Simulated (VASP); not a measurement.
# CaO (P6_3/mmc) in VASP: further runs, part 2 of 2

VASP 6.6.1. Earlier steps stand in the parts before.

### Step 4. Single point, PBE (strain +0.030 along x and y, +0.015 along z)

INCAR reads:

```
SYSTEM = CaO
PREC = Accurate ; ENCUT = 520
EDIFF = 1E-6 ; ISMEAR = 0
SIGMA = 0.05 ; LREAL = .False.
LASPH = .True. ; NELM = 60
ALGO = Normal ; ISIF = 2
LWAVE = .False. ; LCHARG = .False.
GGA = PE ; NBANDS = 24
```

KPOINTS reads:

```
Automatic mesh
0
Gamma
  9 9 6
  0 0 0
```

POSCAR reads:

```
CaO
1.0
    4.1117350992      0.0000000000      0.0000000000
   -2.0558675496      3.5608670496      0.0000000000
    0.0000000000      0.0000000000      4.8566126101
Ca O
2 2
Direct
    0.3333333333      0.6666666667      0.7500000000
    0.6666666667      0.3333333333      0.2500000000
    0.3333333333      0.6666666667      0.2500000000
    0.6666666667      0.3333333333      0.7500000000
```

Potentials or basis: VASP PAW PBE potentials, release 64 (Ca_sv, O).

The run is started by

```console
cat potpaw_PBE.64/Ca_sv/POTCAR potpaw_PBE.64/O/POTCAR > POTCAR
mpirun -np 1 vasp_std > vasp.out
```

OUTCAR:

```text
SYSTEM = CaO
   PREC = Accurate
   ENCUT = 520
   EDIFF = 1E-6
   ISMEAR = 0
   LREAL = .False.
   LASPH = .True.
   NELM = 60
   ISIF = 2
   GGA = PE

 ion  position               nearest neighbor table
   1  0.333  0.667  0.750-   4 2.37   4 2.37   4 2.37   3 2.43   3 2.43
   2  0.667  0.333  0.250-   3 2.37   3 2.37   3 2.37   4 2.43   4 2.43
   3  0.333  0.667  0.250-   2 2.37   2 2.37   2 2.37   1 2.43   1 2.43
   4  0.667  0.333  0.750-   1 2.37   1 2.37   1 2.37   2 2.43   2 2.43

  LATTYP: Found a hexagonal cell.
 ALAT       =     4.1117350992
 C/A-ratio  =     1.1811589251

  Lattice vectors:

 A1 = (   4.1117350992,   0.0000000000,   0.0000000000)
 A2 = (  -2.0558675496,   3.5608670496,   0.0000000000)
 A3 = (   0.0000000000,   0.0000000000,   4.8566126101)

Analysis of symmetry for initial positions (statically):
=====================================================================
 Subroutine PRICEL returns:
 Original cell was already a primitive cell.

 Routine SETGRP: Setting up the symmetry group for a
 hexagonal supercell.

 Subroutine GETGRP returns: Found 24 space group operations
 (whereof 12 operations were pure point group operations)
 out of a pool of 24 trial point group operations.

The static configuration has the point symmetry D_3d.
 The point group associated with its full space group is D_6h.

Analysis of symmetry for dynamics (positions and initial velocities):
=====================================================================
 Subroutine PRICEL returns:
 Original cell was already a primitive cell.

 Routine SETGRP: Setting up the symmetry group for a
 hexagonal supercell.

 Subroutine GETGRP returns: Found 24 space group operations
 (whereof 12 operations were pure point group operations)
 out of a pool of 24 trial point group operations.

The dynamic configuration has the point symmetry D_3d.
 The point group associated with its full space group is D_6h.
[... 115 lines left out ...]
   NUPDOWN=      -1.0000    fix difference up-down
   EMIN   =  10.00;   EMAX   =-10.00  energy-range for DOS
   EFERMI =   0.00;   METHOD = LEGACY
   ISMEAR =     0;   SIGMA  =   0.05  broadening in eV -4-tet -1-fermi 0-gaus
   EFERMI_NEDOS =   21; number of points for ismear=-14 and -15
   IALGO  =     38    algorithm
   IMIX   =      4    mixing-type and parameters
     AMIX     =   0.40;   BMIX     =  1.00
     AMIX_MAG =   1.60;   BMIX_MAG =  1.00
  volume/ion in A,a.u.               =      17.78       119.96
  Fermi-wavevector in a.u.,A,eV,Ry     =   1.254546  2.370749 21.414026  1.573887
  Thomas-Fermi vector in A             =   2.388346
   LORBIT       =      0    0 simple, 1 ext, 2 COOP (PROOUT), +10 PAW based schemes
   GGA     = PE    functional components
   LHFCALC =     F    Hartree Fock is set to
   AEXX    =    0.0000 exact exchange contribution
   IVDW    =     0    specifies the selected vdW correction
   LEPSILON=     F    determine dielectric tensor
   LRPA    =     F    only Hartree local field effects (RPA)
 non-spin polarized calculation
 Gauss-broadening in eV      SIGMA  =   0.05
  energy-cutoff  :      520.00
  volume of cell :       71.11
 maximum number of plane-waves:      1962
 NGX is ok and might be reduce to    32
   NGX = 15   NGY = 15   NGZ = 19

 number of electron      31.9999996 magnetization

 Free energy of the ion-electron system (eV)
  ---------------------------------------------------
  ext. energy  EPLUGINS =         0.00000000
  ---------------------------------------------------
  free energy    TOTEN  =       -25.29664496 eV

  energy without entropy =      -25.29664496  energy(sigma->0) =      -25.29664496

 E-fermi :   1.3283     XC(G=0):  -9.0664

 val. band max:        1.0204008248   @ k =   0.0000   0.0000   0.0000
 cond. band min:       3.8916740169   @ k =   0.0000   0.0000   0.0000
 fundamental gap:      2.8712731920
 Fermi energy:         1.3282753779

 k-point     1 :       0.0000    0.0000    0.0000
  band No.  band energies     occupation
      1     -36.9695      2.00000
      2     -36.8723      2.00000
      3     -18.2158      2.00000
      4     -18.0508      2.00000
      5     -18.0508      2.00000
      6     -17.8905      2.00000
[... 637 lines left out ...]
     23       8.9506      0.00000
     24       9.4380      0.00000

 [... further k-points ...]
[... 5 lines left out ...]
  --------------------------------------------------------------------------------------
  -------------------------------------------------------------------------------------
  Total       -2.0323617     -2.0323617     -1.5893414      0.0000000      0.0000000      0.0000000
  in kB      -45.7928033    -45.7928033    -35.8107516      0.0000000      0.0000000      0.0000000
  external PRESSURE =     -42.4654527 kB  Pullay stress =       0.0000000 kB

 VOLUME and BASIS-vectors are now :
 -----------------------------------------------------------------------------
  energy-cutoff  :      520.00
  volume of cell :       71.11
      direct lattice vectors                 reciprocal lattice vectors
     4.111735099  0.000000000  0.000000000     0.243206329  0.140415240  0.000000000
    -2.055867550  3.560867050  0.000000000     0.000000000  0.280830479  0.000000000
     0.000000000  0.000000000  4.856612610     0.000000000  0.000000000  0.205904831

 POSITION                                       TOTAL-FORCE (eV/Angst)
 -----------------------------------------------------------------------------------
     -0.00000      2.37391      3.64246         0.000000      0.000000     -0.000000
      2.05587      1.18696      1.21415        -0.000000      0.000000      0.000000
     -0.00000      2.37391      1.21415         0.000000     -0.000000      0.000000
      2.05587      1.18696      3.64246        -0.000000      0.000000      0.000000
 -----------------------------------------------------------------------------------
    total drift:                               -0.000000      0.000000     -0.000000

  FREE ENERGIE OF THE ION-ELECTRON SYSTEM (eV)
  ---------------------------------------------------
  free  energy   TOTEN  =       -25.2966449602 eV

  energy  without entropy=      -25.2966449602  energy(sigma->0) =      -25.29664496
```

OSZICAR:

```text
N       E                     dE             d eps       ncg     rms          rms(c)
DAV:   1     0.321759225600E+03    0.32176E+03   -0.16384E+04  2304   0.132E+03
DAV:   2    -0.268914593885E+01   -0.32445E+03   -0.30768E+03  2648   0.384E+02
DAV:   3    -0.291442428745E+02   -0.26455E+02   -0.26259E+02  3776   0.103E+02
DAV:   4    -0.300311919600E+02   -0.88695E+00   -0.88558E+00  3280   0.172E+01
DAV:   5    -0.300591587327E+02   -0.27967E-01   -0.27966E-01  3296   0.213E+00    0.131E+01
DAV:   6    -0.254670692749E+02    0.45921E+01   -0.23231E+01  3352   0.297E+01    0.577E+00
DAV:   7    -0.253468853050E+02    0.12018E+00   -0.25939E+00  3032   0.103E+01    0.282E+00
DAV:   8    -0.252982220768E+02    0.48663E-01   -0.32335E-01  2992   0.436E+00    0.809E-01
DAV:   9    -0.252922490571E+02    0.59730E-02   -0.75206E-02  3088   0.156E+00    0.232E-01
DAV:  10    -0.252967966135E+02   -0.45476E-02   -0.95343E-03  2664   0.608E-01    0.127E-01
DAV:  11    -0.252968167993E+02   -0.20186E-04   -0.53896E-03  2976   0.364E-01    0.105E-01
DAV:  12    -0.252966412430E+02    0.17556E-03   -0.10801E-03  2784   0.217E-01    0.878E-03
DAV:  13    -0.252966440910E+02   -0.28480E-05   -0.44557E-05  3224   0.482E-02    0.494E-03
DAV:  14    -0.252966451314E+02   -0.10404E-05   -0.44564E-06  2560   0.124E-02    0.206E-03
DAV:  15    -0.252966449602E+02    0.17126E-06   -0.49244E-07  2200   0.425E-03
   1 F= -.25296645E+02 E0= -.25296645E+02  d E =-.198436E-20
```

Run time: 69 s. Hardware: 1 thread of Intel Xeon 6975P-C, shared host; peak memory 0.23 GiB.

Results:

* Free energy: -25.2966 eV
* Pressure: -4.2 GPa
* Band gap on the k mesh: 2.87 eV, direct

Stress tensor (GPa, compression positive):
```
-4.58  0.00  0.00
 0.00 -4.58  0.00
 0.00  0.00 -3.58
```

Caveat: the cell differs from its parent crystal (strain +0.030 along x and y, +0.015 along z).

### Step 5. Single point, PBE (strain +0.030 along x and y, +0.030 along z)

INCAR reads:

```
PREC = Accurate
ENCUT = 520
EDIFF = 1E-6
ISMEAR = 0
SIGMA = 0.05
LREAL = F
LASPH = T
NELM = 100
ALGO = Normal
ISIF = 2
LWAVE = F
LCHARG = F
GGA = PE
NBANDS = 24
```

KPOINTS reads:

```
regular mesh
0
Gamma
  9 9 6
```

Edit POSCAR of step 4 so:

```diff
@@ -4,3 +4,3 @@
    -2.0558675496      3.5608670496      0.0000000000
-    0.0000000000      0.0000000000      4.8566126101
+    0.0000000000      0.0000000000      4.9283852103
 Ca O
```

The run is started by

```console
cat potpaw_PBE.64/Ca_sv/POTCAR potpaw_PBE.64/O/POTCAR > POTCAR
mpirun -np 1 vasp_std > vasp.out
```

It took 74 s on 1 thread of Intel Xeon 6975P-C, shared host; peak memory 0.23 GiB.

It converged, with:

| Property | Result |
| --- | --- |
| Free energy | -25.2671 eV |
| Pressure | -5.3 GPa |
| Band gap on the k mesh | 2.85 eV, direct |

Stress tensor (GPa, compression positive):
```
-5.16  0.00  0.00
 0.00 -5.16  0.00
 0.00  0.00 -5.60
```

Levels at points of the mesh, in eV from the valence-band top:
| k point | band 14 | band 15 | band 16 | band 17 | band 18 | band 19 |
| --- | --- | --- | --- | --- | --- | --- |
| (0.00, 0.00, 0.00) | -0.99 | -0.99 | 0.00 | 2.85 | 5.90 | 5.90 |
| (0.00, 0.00, 0.50) | -1.14 | -1.14 | -1.14 | 4.63 | 4.63 | 7.33 |

Caveat: the cell differs from its parent crystal (strain +0.030 along x and y, +0.030 along z). A k mesh can miss the band edges.

### Step 6. The runs side by side

```csv
cell,gap on the mesh (eV),pressure (GPa)
"a = 4.112, b = 4.112, c = 4.785 Å, angles 90.0, 90.0, 120.0°, 4 atoms",2.88,-3.0
"a = 4.052, b = 4.052, c = 4.928 Å, angles 90.0, 90.0, 120.0°, 4 atoms",2.98,-3.4
"a = 4.112, b = 4.112, c = 4.857 Å, angles 90.0, 90.0, 120.0°, 4 atoms",2.87,-4.2
"a = 4.112, b = 4.112, c = 4.928 Å, angles 90.0, 90.0, 120.0°, 4 atoms",2.85,-5.3
```

Alike in all rows: task single point; level PBE; potentials or basis VASP PAW PBE potentials, release 64 (Ca_sv, O); no spin polarisation; k mesh 9 × 9 × 6; cutoff (eV) 520; smearing gaussian 0.05 eV.

Total energies depend on the potentials used, so only differences within one code and one set of settings carry meaning.
